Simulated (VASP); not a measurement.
# KI (Fm-3m) in VASP: notebook, part 2 of 2

VASP 6.6.1. The steps go on from the part before.

**4. Electric field gradients, PBE (42.47 Å³/atom)**

This run uses another cell than the first one, of 42.47 Å³/atom.

Input file INCAR:

```
  PREC = Accurate
  ENCUT = 520
  EDIFF = 1E-8
  ISMEAR = -1
  SIGMA = 0.01
  LREAL = False
  LASPH = True
  NELM = 60
  ALGO = Normal
  ISIF = 2
  LWAVE = False
  LCHARG = False
  GGA = PE
  LEFG = True
  NBANDS = 15
```

Input file KPOINTS:

```
Automatic mesh
0
Gamma
  8 8 8
```

Input file POSCAR:

```
KI
1.0
    0.0000000000      3.4889460506      3.4889460506
    3.4889460506      0.0000000000      3.4889460506
    3.4889460506      3.4889460506      0.0000000000
K I
1 1
Direct
    0.0000000000      0.0000000000      0.0000000000
    0.5000000000      0.5000000000      0.5000000000
```

Potentials or basis: VASP PAW PBE potentials, release 64 (K_sv, I).

Started as:

```bash
cat potpaw_PBE.64/K_sv/POTCAR potpaw_PBE.64/I/POTCAR > POTCAR
mpirun -np 1 vasp_std > vasp.out
```

OUTCAR:

```text
PREC = Accurate
   ENCUT = 520
   EDIFF = 1E-8
   ISMEAR = -1
   LREAL = False
   LASPH = True
   NELM = 60
   ISIF = 2
   GGA = PE

 ion  position               nearest neighbor table
   1  0.000  0.000  0.000-   2 3.49   2 3.49   2 3.49   2 3.49   2 3.49   2 3.49
   2  0.500  0.500  0.500-   1 3.49   1 3.49   1 3.49   1 3.49   1 3.49   1 3.49

  LATTYP: Found a face centered cubic cell.
 ALAT       =     6.9778921012

  Lattice vectors:

 A1 = (   0.0000000000,   3.4889460506,   3.4889460506)
 A2 = (   3.4889460506,   0.0000000000,   3.4889460506)
 A3 = (   3.4889460506,   3.4889460506,   0.0000000000)

Analysis of symmetry for initial positions (statically):
=====================================================================
 Subroutine PRICEL returns:
 Original cell was already a primitive cell.

 Routine SETGRP: Setting up the symmetry group for a
 face centered cubic supercell.

 Subroutine GETGRP returns: Found 48 space group operations
 (whereof 48 operations were pure point group operations)
 out of a pool of 48 trial point group operations.

The static configuration has the point symmetry O_h .

Analysis of symmetry for dynamics (positions and initial velocities):
=====================================================================
 Subroutine PRICEL returns:
 Original cell was already a primitive cell.

 Routine SETGRP: Setting up the symmetry group for a
 face centered cubic supercell.

 Subroutine GETGRP returns: Found 48 space group operations
 (whereof 48 operations were pure point group operations)
 out of a pool of 48 trial point group operations.

The dynamic configuration has the point symmetry O_h .

 Subroutine INISYM returns: Found 48 space group operations
 (whereof 48 operations are pure point group operations),
 and found     1 'primitive' translations

----------------------------------------------------------------------------------------

                                     Primitive cell

  volume of cell :      84.9401

  direct lattice vectors                    reciprocal lattice vectors
     0.000000000  3.488946051  3.488946051    -0.143309754  0.143309754  0.143309754
     3.488946051  0.000000000  3.488946051     0.143309754 -0.143309754  0.143309754
     3.488946051  3.488946051  0.000000000     0.143309754  0.143309754 -0.143309754

  length of vectors
     4.934114823  4.934114823  4.934114823     0.248219775  0.248219775  0.248219775

  position of ions in fractional coordinates (direct lattice)
     0.000000000  0.000000000  0.000000000
     0.500000000  0.500000000  0.500000000

  ion indices of the primitive-cell ions
   primitive index   ion index
                 1           1
                 2           2

----------------------------------------------------------------------------------------

 KPOINTS: Automatic mesh

[... 83 lines left out ...]
   EFERMI_NEDOS =   21; number of points for ismear=-14 and -15
   IALGO  =     38    algorithm
   IMIX   =      4    mixing-type and parameters
     AMIX     =   0.40;   BMIX     =  1.00
     AMIX_MAG =   1.60;   BMIX_MAG =  1.00
  volume/ion in A,a.u.               =      42.47       286.60
  Fermi-wavevector in a.u.,A,eV,Ry     =   0.938449  1.773411 11.982462  0.880686
  Thomas-Fermi vector in A             =   2.065662
   LORBIT       =      0    0 simple, 1 ext, 2 COOP (PROOUT), +10 PAW based schemes
   GGA     = PE    functional components
   LHFCALC =     F    Hartree Fock is set to
   AEXX    =    0.0000 exact exchange contribution
   IVDW    =     0    specifies the selected vdW correction
   LEPSILON=     F    determine dielectric tensor
   LRPA    =     F    only Hartree local field effects (RPA)
 non-spin polarized calculation
  energy-cutoff  :      520.00
  volume of cell :       84.94
 maximum number of plane-waves:      2303
 NGX is ok and might be reduce to    40
   NGX = 19   NGY = 19   NGZ = 19

 number of electron      16.0000000 magnetization

 Free energy of the ion-electron system (eV)
  ---------------------------------------------------
  ext. energy  EPLUGINS =         0.00000000
  ---------------------------------------------------
  free energy    TOTEN  =        -5.53837071 eV

  energy without entropy =       -5.53837071  energy(sigma->0) =       -5.53837071

 E-fermi :   0.0563     XC(G=0):  -7.3253

 val. band max:       -0.2159469358   @ k =   0.0000   0.0000   0.0000
 cond. band min:       3.8363446083   @ k =   0.0000   0.0000   0.0000
 fundamental gap:      4.0522915441
 Fermi energy:         0.0562501810

 k-point     1 :       0.0000    0.0000    0.0000
  band No.  band energies     occupation
      1     -28.6544      2.00000
      2     -12.1471      2.00000
      3     -12.1471      2.00000
      4     -12.1471      2.00000
      5     -10.7765      2.00000
      6      -0.2159      2.00000
      7      -0.2159      2.00000
      8      -0.2159      2.00000
      9       3.8363      0.00000
     10       6.2629      0.00000
     11       6.2629      0.00000
     12       6.2629      0.00000
     13       7.0057      0.00000
     14       7.0057      0.00000
[... 401 lines left out ...]
      2     -12.2808      2.00000
      3     -12.1672      2.00000
      4     -12.1571      2.00000
      5     -10.4934      2.00000
      6      -1.3952      2.00000
      7      -0.7999      2.00000
      8      -0.6358      2.00000
      9       5.8629      0.00000
     10       6.6561      0.00000
     11       7.3093      0.00000
     12       8.1289      0.00000
     13       8.5924      0.00000
     14       8.8093      0.00000
     15       9.7059      0.00000

 [... further k-points ...]

------------------------ aborting loop because EDIFF is reached ----------------------------------------

  FORCE on cell =-STRESS in cart. coord.  units (eV):
  Direction    XX          YY          ZZ          XY          YZ          ZX
  --------------------------------------------------------------------------------------
  -------------------------------------------------------------------------------------
  Total        0.6157026      0.6157026      0.6157026     -0.0000000      0.0000000     -0.0000000
  in kB       11.6136516     11.6136516     11.6136516     -0.0000000      0.0000000     -0.0000000
  external PRESSURE =      11.6136516 kB  Pullay stress =       0.0000000 kB

 VOLUME and BASIS-vectors are now :
 -----------------------------------------------------------------------------
  energy-cutoff  :      520.00
  volume of cell :       84.94
      direct lattice vectors                 reciprocal lattice vectors
     0.000000000  3.488946051  3.488946051    -0.143309754  0.143309754  0.143309754
     3.488946051  0.000000000  3.488946051     0.143309754 -0.143309754  0.143309754
     3.488946051  3.488946051  0.000000000     0.143309754  0.143309754 -0.143309754

 POSITION                                       TOTAL-FORCE (eV/Angst)
 -----------------------------------------------------------------------------------
      0.00000      0.00000      0.00000        -0.000000      0.000000      0.000000
      3.48895      3.48895      3.48895         0.000000      0.000000      0.000000
 -----------------------------------------------------------------------------------
    total drift:                                0.000000     -0.000000     -0.000000

  FREE ENERGIE OF THE ION-ELECTRON SYSTEM (eV)
  ---------------------------------------------------
  free  energy   TOTEN  =        -5.5383707050 eV

  energy  without entropy=       -5.5383707050  energy(sigma->0) =       -5.53837071

 Electric field gradients (V/A^2)
---------------------------------------------------------------------
 ion       V_xx      V_yy      V_zz      V_xy      V_xz      V_yz
---------------------------------------------------------------------
   1       0.000     0.000    -0.000    -0.000    -0.000    -0.000
   2       0.000     0.000     0.000     0.000     0.000     0.000
---------------------------------------------------------------------

 Electric field gradients after diagonalization (V/A^2)
 (convention: |V_zz| > |V_xx| > |V_yy|)
----------------------------------------------------------------------
 ion       V_xx      V_yy      V_zz     asymmetry (V_yy - V_xx)/ V_zz
----------------------------------------------------------------------
   1       0.000     0.000    -0.000       0.000
   2      -0.000    -0.000     0.000       0.000
----------------------------------------------------------------------

           NMR quadrupolar parameters

 Cq : quadrupolar parameter    Cq=e*Q*V_zz/h
 eta: asymmetry parameters     (V_yy - V_xx)/ V_zz
 Q  : nuclear electric quadrupole moment in mb (millibarn)
----------------------------------------------------------------------
 ion       Cq(MHz)       eta       Q (mb)
----------------------------------------------------------------------
   1      -0.000       0.000       1.000
   2       0.000       0.000       1.000
----------------------------------------------------------------------
```

OSZICAR:

```text
N       E                     dE             d eps       ncg     rms          rms(c)
DAV:   1     0.898293853467E+02    0.89829E+02   -0.65023E+03   870   0.908E+02
DAV:   2    -0.288139813350E+00   -0.90118E+02   -0.83643E+02  1095   0.218E+02
DAV:   3    -0.540073068220E+01   -0.51126E+01   -0.50929E+01  1233   0.443E+01
DAV:   4    -0.561131609691E+01   -0.21059E+00   -0.21051E+00  1410   0.769E+00
DAV:   5    -0.561333362272E+01   -0.20175E-02   -0.20175E-02  1252   0.746E-01    0.329E+00
DAV:   6    -0.553603017099E+01    0.77303E-01   -0.88408E-02  1143   0.178E+00    0.233E+00
DAV:   7    -0.553327889618E+01    0.27513E-02   -0.11120E-01  1143   0.172E+00    0.785E-01
DAV:   8    -0.553778214259E+01   -0.45032E-02   -0.12206E-02   982   0.729E-01    0.135E-01
DAV:   9    -0.553820889202E+01   -0.42675E-03   -0.79411E-04  1227   0.171E-01    0.724E-02
DAV:  10    -0.553833069895E+01   -0.12181E-03   -0.11527E-04  1051   0.588E-02    0.195E-02
DAV:  11    -0.553837082255E+01   -0.40124E-04   -0.54347E-05  1059   0.427E-02    0.202E-02
DAV:  12    -0.553837038521E+01    0.43734E-06   -0.28309E-06  1192   0.134E-02    0.906E-03
DAV:  13    -0.553837052371E+01   -0.13850E-06   -0.47897E-07  1066   0.359E-03    0.306E-03
DAV:  14    -0.553837075457E+01   -0.23086E-06   -0.14255E-07  1171   0.194E-03    0.604E-04
DAV:  15    -0.553837065465E+01    0.99921E-07   -0.24734E-08  1086   0.103E-03    0.837E-04
DAV:  16    -0.553837068724E+01   -0.32592E-07   -0.10872E-09   904   0.207E-04    0.286E-04
DAV:  17    -0.553837070604E+01   -0.18797E-07   -0.48983E-10   743   0.150E-04    0.433E-05
DAV:  18    -0.553837070505E+01    0.99044E-09   -0.67319E-11   610   0.654E-05
   1 F= -.55383707E+01 E0= -.55383707E+01  d E =-.509690E-14
```

Run time: 84 s. Hardware: 1 thread of Intel Xeon 8259CL, shared host; peak memory 0.25 GiB.

Results:

```
Free energy                             : -5.5384 eV
Pressure                                : 1.2 GPa
Band gap on the k mesh                  : 4.05 eV
Largest electric field gradient by atom : zero within the noise of the run
```

Levels at points of the mesh, in eV from the valence-band top:
| k point | band 4 | band 5 | band 6 | band 7 | band 8 | band 9 | band 10 | band 11 | band 12 | band 13 |
| --- | --- | --- | --- | --- | --- | --- | --- | --- | --- | --- |
| (0.00, 0.00, 0.00) | -11.93 | -10.56 | 0.00 | 0.00 | 0.00 | 4.05 | 6.48 | 6.48 | 6.48 | 7.22 |
| (0.50, 0.00, 0.00) | -11.93 | -10.23 | -1.41 | -0.37 | -0.37 | 5.56 | 7.82 | 8.22 | 8.22 | 8.77 |
| (0.50, 0.50, 0.00) | -11.95 | -10.40 | -1.06 | -0.39 | -0.39 | 4.87 | 5.85 | 8.13 | 8.84 | 9.00 |

Caveat: spin-orbit coupling is left out, which moves the levels of the heavy elements.
